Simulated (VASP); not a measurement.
# Y3N (I4/mmm) in VASP: single point with PBE

Aim: the single point of Y3N with PBE.

Program: VASP 6.6.1. These are calculated values, not measurements. Logs are shortened: lines on timing, memory, paths and dates and some standing lists are left out, and cuts for length are marked.

## Step 1: The cell of the first run

The structure is tetragonal, space group I4/mmm (No. 139). The conventional cell has a = 4.005 Å, b = 4.005 Å, c = 11.957 Å, α = 90.00°, β = 90.00°, γ = 90.00°. Within 3.7 Å of Y (site symmetry 4/mmm) lie 4 N at 2.83 Å and 8 Y at 3.60 Å. Within 3.7 Å of Y (site symmetry -4m2) lie 8 Y at 2.83 to 3.60 Å and 4 N at 3.60 Å. Within 3.7 Å of N (site symmetry 4/mmm) lie 12 Y at 2.83 to 3.60 Å.

## Step 2: Single point, PBE

The input, INCAR:

```
SYSTEM = Y3N
  ALGO = Normal
  EDIFF = 1E-6
  ENCUT = 520
  GGA = PE
  ISIF = 2
  ISMEAR = 0
  LASPH = .True.
  LCHARG = .False.
  LREAL = .False.
  LWAVE = .False.
  NBANDS = 27
  NELM = 80
  PREC = Accurate
  SIGMA = 0.1
```

The input, KPOINTS:

```
k-points
0
Gamma
  16 16 16
  0 0 0
```

The input, POSCAR:

```
Y3N
1.0
   -2.0026875609      2.0026875609      5.9787137757
    2.0026875609     -2.0026875609      5.9787137757
    2.0026875609      2.0026875609     -5.9787137757
Y N
3 1
Direct
    0.5000000000      0.5000000000      0.0000000000
    0.2500000000      0.7500000000      0.5000000000
    0.7500000000      0.2500000000      0.5000000000
    0.0000000000      0.0000000000      0.0000000000
```

Potentials or basis: VASP PAW PBE potentials, release 64 (Y_sv, N).

The run is started by

```console
$ cat potpaw_PBE.64/Y_sv/POTCAR potpaw_PBE.64/N/POTCAR > POTCAR
$ mpirun -np 1 vasp_std > vasp.out
```

OUTCAR:

```text
SYSTEM = Y3N
   EDIFF = 1E-6
   ENCUT = 520
   GGA = PE
   ISIF = 2
   ISMEAR = 0
   LASPH = .True.
   LREAL = .False.
   NELM = 80
   PREC = Accurate

 ion  position               nearest neighbor table
   1  0.500  0.500  0.000-   4 2.83   4 2.83   4 2.83   4 2.83   3 3.60   2 3.60   3 3.60   3 3.60
                             2 3.60   2 3.60   3 3.60   2 3.60
   2  0.250  0.750  0.500-   3 2.83   3 2.83   3 2.83   3 2.83   1 3.60   1 3.60   1 3.60   1 3.60

   3  0.750  0.250  0.500-   2 2.83   2 2.83   2 2.83   2 2.83   1 3.60   1 3.60   1 3.60   1 3.60

   4  0.000  0.000  0.000-   1 2.83   1 2.83   1 2.83   1 2.83

  LATTYP: Found a body centered tetragonal cell.
 ALAT       =     4.0053751218
 C/A-ratio  =     2.9853452393

  Lattice vectors:

 A1 = (  -2.0026875609,   2.0026875609,   5.9787137757)
 A2 = (   2.0026875609,  -2.0026875609,   5.9787137757)
 A3 = (   2.0026875609,   2.0026875609,  -5.9787137757)

Analysis of symmetry for initial positions (statically):
=====================================================================
 Subroutine PRICEL returns:
 Original cell was already a primitive cell.

 Routine SETGRP: Setting up the symmetry group for a
 body centered tetragonal supercell.

 Subroutine GETGRP returns: Found 16 space group operations
 (whereof 16 operations were pure point group operations)
 out of a pool of 16 trial point group operations.

The static configuration has the point symmetry D_4h.

Analysis of symmetry for dynamics (positions and initial velocities):
=====================================================================
 Subroutine PRICEL returns:
 Original cell was already a primitive cell.

 Routine SETGRP: Setting up the symmetry group for a
 body centered tetragonal supercell.

 Subroutine GETGRP returns: Found 16 space group operations
 (whereof 16 operations were pure point group operations)
 out of a pool of 16 trial point group operations.

The dynamic configuration has the point symmetry D_4h.

 Subroutine INISYM returns: Found 16 space group operations
 (whereof 16 operations are pure point group operations),
 and found     1 'primitive' translations

----------------------------------------------------------------------------------------

                                     Primitive cell

  volume of cell :      95.9167

  direct lattice vectors                    reciprocal lattice vectors
    -2.002687561  2.002687561  5.978713776     0.000000000  0.249664506  0.083630028
     2.002687561 -2.002687561  5.978713776     0.249664506  0.000000000  0.083630028
     2.002687561  2.002687561 -5.978713776     0.249664506  0.249664506  0.000000000

  length of vectors
     6.615627963  6.615627963  6.615627963     0.263298969  0.263298969  0.353078930

  position of ions in fractional coordinates (direct lattice)
     0.500000000  0.500000000  0.000000000
     0.250000000  0.750000000  0.500000000
     0.750000000  0.250000000  0.500000000
     0.000000000  0.000000000  0.000000000

  ion indices of the primitive-cell ions
   primitive index   ion index
                 1           1
                 2           2
                 3           3
                 4           4

----------------------------------------------------------------------------------------

 KPOINTS: k-points

Automatic generation of k-mesh.
 Grid dimensions read from file:
 generate k-points for:   16   16   16

 Generating k-lattice:

  Cartesian coordinates                     Fractional coordinates (reciprocal lattice)
     0.000000000  0.015604032  0.005226877     0.062500000 -0.000000000  0.000000000
     0.015604032  0.000000000  0.005226877    -0.000000000  0.062500000  0.000000000
     0.015604032  0.015604032  0.000000000     0.000000000  0.000000000  0.062500000

  Length of vectors
     0.016456186  0.016456186  0.022067433

  Shift w.r.t. Gamma in fractional coordinates (k-lattice)
     0.000000000  0.000000000  0.000000000

 Subroutine IBZKPT returns following result:
 ===========================================

 Found    349 irreducible k-points:

 Following reciprocal coordinates:
            Coordinates               Weight
  0.000000  0.000000  0.000000      1.000000
  0.062500  0.000000  0.000000      8.000000
  0.125000  0.000000  0.000000      8.000000
  0.187500 -0.000000  0.000000      8.000000
  0.250000  0.000000  0.000000      8.000000
  0.312500  0.000000  0.000000      8.000000
[... 16 lines left out ...]
 -0.125000  0.062500  0.000000     16.000000
 -0.062500  0.062500  0.000000      4.000000
 [... further k-points ...]
   k-points           NKPTS =    349   k-points in BZ     NKDIM =    349   number of bands    NBANDS=     27
   number of dos      NEDOS =    301   number of ions     NIONS =      4
   total plane-waves  NPLWV = 125000
   dimension x,y,z NGX =    50 NGY =   50 NGZ =   50
   dimension x,y,z NGXF=   100 NGYF=  100 NGZF=  100
   ions per type =               3   1
   NGX,Y,Z   is equivalent  to a cutoff of  12.56, 12.56, 12.56 a.u.
   NGXF,Y,Z  is equivalent  to a cutoff of  25.13, 25.13, 25.13 a.u.
 SYSTEM =  Y3N
   PREC   = accura    normal or accurate (medium, high low for compatibility)
   ISTART =      0    job   : 0-new  1-cont  2-samecut
   ICHARG =      2    charge: 1-file 2-atom 10-const
   ISPIN  =      1    spin polarized calculation?
   LNONCOLLINEAR =      F non collinear calculations
   LSORBIT =      F    spin-orbit coupling
   LASPH  =      T    aspherical Exc in radial PAW
   ENCUT  =  520.0 eV  38.22 Ry    6.18 a.u.  12.30 12.30 12.30*2*pi/ulx,y,z
   NELM   =     80;   NELMIN=  2; NELMDL= -5     # of ELM steps
   EDIFF  = 0.1E-05   stopping-criterion for ELM
   LREAL  =      F    real-space projection
   EDIFFG = 0.1E-04   stopping-criterion for IOM
   NSW    =      0    number of steps for IOM
   IBRION =     -1    ionic relax: 0-MD 1-quasi-New 2-CG
   NFREE  =      0    steps in history (QN), initial steepest desc. (CG)
   ISIF   =      2    stress and relaxation
   ISYM   =      2    0-nonsym 1-usesym 2-fastsym
   POTIM  = 0.5000    time-step for ionic-motion
   TEBEG  =    0.0;   TEEND  =   0.0 temperature during run
   PSTRESS=    0.0 pullay stress
   NELECT =      38.0000    total number of electrons
   NUPDOWN=      -1.0000    fix difference up-down
   EMIN   =  10.00;   EMAX   =-10.00  energy-range for DOS
   EFERMI =   0.00;   METHOD = LEGACY
   ISMEAR =     0;   SIGMA  =   0.10  broadening in eV -4-tet -1-fermi 0-gaus
   EFERMI_NEDOS =   21; number of points for ismear=-14 and -15
   IALGO  =     38    algorithm
   IMIX   =      4    mixing-type and parameters
     AMIX     =   0.40;   BMIX     =  1.00
     AMIX_MAG =   1.60;   BMIX_MAG =  1.00
  volume/ion in A,a.u.               =      23.98       161.82
  Fermi-wavevector in a.u.,A,eV,Ry     =   1.202370  2.272149 19.669842  1.445693
  Thomas-Fermi vector in A             =   2.338153
   LORBIT       =      0    0 simple, 1 ext, 2 COOP (PROOUT), +10 PAW based schemes
   GGA     = PE    functional components
   LHFCALC =     F    Hartree Fock is set to
   AEXX    =    0.0000 exact exchange contribution
   IVDW    =     0    specifies the selected vdW correction
   LEPSILON=     F    determine dielectric tensor
   LRPA    =     F    only Hartree local field effects (RPA)
 non-spin polarized calculation
 Gauss-broadening in eV      SIGMA  =   0.10
  energy-cutoff  :      520.00
  volume of cell :       95.92
 maximum number of plane-waves:      2619
 NGX is ok and might be reduce to    50
   NGX = 25   NGY = 25   NGZ = 25

 number of electron      38.0000000 magnetization

 Free energy of the ion-electron system (eV)
  ---------------------------------------------------
  ext. energy  EPLUGINS =         0.00000000
  ---------------------------------------------------
  free energy    TOTEN  =       -25.00373567 eV

  energy without entropy =      -24.97854479  energy(sigma->0) =      -24.99114023

 E-fermi :   3.6276     XC(G=0):  -9.9250

 val. band max:        3.6273763908   @ k =  -0.3750   0.5000   0.1250
 cond. band min:       3.6277894946   @ k =  -0.1875  -0.4375   0.1875
 fundamental gap:      0.0004131038
 Fermi energy:         3.6275994632

 k-point     1 :       0.0000    0.0000    0.0000
  band No.  band energies     occupation
      1     -39.5786      2.00000
      2     -39.0448      2.00000
      3     -38.4508      2.00000
      4     -19.7215      2.00000
      5     -19.7215      2.00000
      6     -19.6510      2.00000
[... 19 lines left out ...]
     26       6.0357      0.00000
     27       6.8911      0.00000

 k-point     2 :       0.0625    0.0000    0.0000
  band No.  band energies     occupation
      1     -39.5783      2.00000
      2     -39.0392      2.00000
      3     -38.4566      2.00000
      4     -19.7141      2.00000
      5     -19.7068      2.00000
      6     -19.6421      2.00000
[... 19 lines left out ...]
     26       6.1677      0.00000
     27       6.8045      0.00000

 k-point     3 :       0.1250    0.0000    0.0000
  band No.  band energies     occupation
      1     -39.5776      2.00000
      2     -39.0227      2.00000
      3     -38.4738      2.00000
      4     -19.6935      2.00000
      5     -19.6631      2.00000
      6     -19.6148      2.00000
[... 19 lines left out ...]
     26       6.4786      0.00000
     27       6.5946      0.00000

 k-point     4 :       0.1875   -0.0000    0.0000
  band No.  band energies     occupation
      1     -39.5766      2.00000
      2     -38.9958      2.00000
      3     -38.5016      2.00000
      4     -19.6642      2.00000
      5     -19.5923      2.00000
      6     -19.5687      2.00000
[... 19 lines left out ...]
     26       6.2860      0.00000
     27       6.9054      0.00000
[... 516 lines left out ...]
      4     -19.7301      2.00000
      5     -19.5992      2.00000
      6     -19.5040      2.00000
[... 19 lines left out ...]
     26       6.3087      0.00000
     27       6.8343      0.00000

 k-point    23 :      -0.1250    0.0625    0.0000
  band No.  band energies     occupation
      1     -39.5775      2.00000
      2     -39.0175      2.00000
      3     -38.4791      2.00000
      4     -19.7484      2.00000
      5     -19.6241      2.00000
      6     -19.5717      2.00000
[... 19 lines left out ...]
     26       6.4870      0.00000
     27       6.5598      0.00000

 k-point    24 :      -0.0625    0.0625    0.0000
  band No.  band energies     occupation
      1     -39.5781      2.00000
      2     -39.0337      2.00000
      3     -38.4623      2.00000
      4     -19.7422      2.00000
      5     -19.6535      2.00000
      6     -19.6380      2.00000
[... 19 lines left out ...]
     26       6.2495      0.00000
     27       6.7487      0.00000

 [... further k-points ...]
[... 5 lines left out ...]
  --------------------------------------------------------------------------------------
  -------------------------------------------------------------------------------------
  Total       -0.0320782     -0.0320782     -0.0577607      0.0000000      0.0000000     -0.0000000
  in kB       -0.5358293     -0.5358293     -0.9648257      0.0000000      0.0000000     -0.0000000
  external PRESSURE =      -0.6788281 kB  Pullay stress =       0.0000000 kB

 VOLUME and BASIS-vectors are now :
 -----------------------------------------------------------------------------
  energy-cutoff  :      520.00
  volume of cell :       95.92
      direct lattice vectors                 reciprocal lattice vectors
    -2.002687561  2.002687561  5.978713776     0.000000000  0.249664506  0.083630028
     2.002687561 -2.002687561  5.978713776     0.249664506  0.000000000  0.083630028
     2.002687561  2.002687561 -5.978713776     0.249664506  0.249664506  0.000000000

 POSITION                                       TOTAL-FORCE (eV/Angst)
 -----------------------------------------------------------------------------------
      0.00000      0.00000      5.97871        -0.000000     -0.000000     -0.000000
      2.00269      0.00000      2.98936         0.000000      0.000000     -0.000000
      0.00000      2.00269      2.98936        -0.000000      0.000000      0.000000
      0.00000      0.00000      0.00000        -0.000000     -0.000000     -0.000000
 -----------------------------------------------------------------------------------
    total drift:                               -0.000000      0.000000      0.000000

  FREE ENERGIE OF THE ION-ELECTRON SYSTEM (eV)
  ---------------------------------------------------
  free  energy   TOTEN  =       -25.0037356716 eV

  energy  without entropy=      -24.9785447884  energy(sigma->0) =      -24.99114023
```

Run time: 30 min. Hardware: 1 thread of Intel Xeon Platinum 8259CL at 2.50GHz (Skylake/Cascade Lake), shared host; peak memory 0.97 GiB.

What came out:

* Free energy: -25.0037 eV
* Pressure: -0.1 GPa
* Band gap on the k mesh: zero (bands 19 and 20 overlap by 1.07 eV)
